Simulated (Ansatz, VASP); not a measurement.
**KCl: VASP beside Ansatz**

```
K Cl
1.0
     3.85010    0.00000    0.01079
     0.00000    3.78472    0.00000
     0.01079    0.00000    3.83451
K Cl
1 1
Direct
  0.00292 0.00000 0.97412
  0.49708 0.50000 0.52588
```

Alike in both runs: task single point; functional PBE; k mesh 6 × 6 × 6; occupations gaussian, width 0.02 eV; no spin polarisation.

|  | VASP | Ansatz |
| --- | --- | --- |
| version | VASP 6.6.1 | Ansatz 0.2.0 |
| potentials or method | VASP PAW PBE potentials, release 64 (K_sv, Cl), cutoff 520 eV | scalar-relativistic, plane waves, PAW |
| valence electrons in the cell | 16 | 16 |

Ansatz gave:

```
gap on the k mesh at the Fermi level (eV)                     : 4.83
least direct gap on the mesh (eV)                             : 5.01
pressure (GPa)                                                : 0.4
traceless stress, the component that is largest in VASP (GPa) : 0.46
rms of the force components (eV/Å)                            : 0.081
```

Problem. Estimate VASP's values.

Solution. gap on the k mesh at the Fermi level (eV): 4.82; least direct gap on the mesh (eV): 5.01; pressure (GPa): 0.5; traceless stress, the component that is largest in VASP (GPa): 0.46; rms of the force components (eV/Å): 0.083.

Atom by atom the forces differ by 0.002 eV/Å (rms over components). With one functional, cell and mesh, what is left measures potentials, basis and numerics.
